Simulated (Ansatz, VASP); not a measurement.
# One calculation of Pt, two programs

```
Pt
1.0
    -1.65308    1.65308    1.65308
     1.65308   -1.65308    1.65308
     1.65308    1.65308   -1.65308
Pt
1
Cartesian
  0.0000 0.0000 0.0000
```

Alike in both runs: task single point; functional RPBE; k mesh 16 × 16 × 16; occupations fermi-dirac, width 0.1 eV; no spin polarisation.

```csv
,VASP,Ansatz
version,VASP 6.6.1,Ansatz 0.2.0
potentials or method,"VASP PAW PBE potentials, release 64 (Pt), cutoff 520 eV","plane waves (420 eV) with PAW, scalar-relativistic"
valence electrons in the cell,10,18
```

|  | VASP | Ansatz | Ansatz less VASP |
| --- | --- | --- | --- |
| pressure (GPa) | -18.3 | -18.0 | +0.25 |

VASP's potentials were made for PBE, not for RPBE. VASP's potentials hold 10 valence electrons a cell and Ansatz's 18, so a difference there can come from the potentials and not from the codes.

Spin-orbit coupling is off throughout.
